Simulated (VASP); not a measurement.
Wanted: the native input for a VASP 6.6.1 run.

```
Task                   : single point
Functional             : PBE
Potentials or basis    : VASP PAW PBE potentials, release 64 (Ga_d)
Cutoff                 : 520 eV
k mesh                 : 16 × 16 × 16
Occupations            : fermi-dirac, width 0.08 eV
Spin                   : no spin polarisation
Dipole correction      : no
Further INCAR settings : ALGO = Normal; EDIFF = 1e-06; NBANDS = 12
```

The structure of Ga lies in POSCAR:

```
Ga
1.0
   -1.5536620877      1.5536620877      1.5536620877
    1.5536620877     -1.5536620877      1.5536620877
    1.5536620877      1.5536620877     -1.5536620877
Ga
1
Direct
    0.0000000000      0.0000000000      0.0000000000
```

This cell differs from its parent crystal: volume scaled by 0.78.

These files were run (other wordings do the same):

INCAR

```
SYSTEM = Ga
ALGO = Normal
EDIFF = 1E-6
ENCUT = 520
GGA = PE
ISIF = 2
ISMEAR = -1
LASPH = .TRUE.
LCHARG = .TRUE.
LELF = .TRUE.
LREAL = .FALSE.
LVHAR = .TRUE.
LWAVE = .FALSE.
NBANDS = 12
NELM = 80
PREC = Accurate
SIGMA = 0.08
```

KPOINTS

```
k-points
0
G
  16 16 16
  0 0 0
```

Potentials or basis: VASP PAW PBE potentials, release 64 (Ga_d).

Run with:

```sh
$ cat potpaw_PBE.64/Ga_d/POTCAR > POTCAR
$ mpirun -np 1 vasp_std > vasp.out
```

Results of the run:

```
Pressure : 21.8 GPa
```

Wall time 34 s on 1 thread of Intel Xeon 8259CL, with other jobs on the host, peak memory 0.14 GiB.
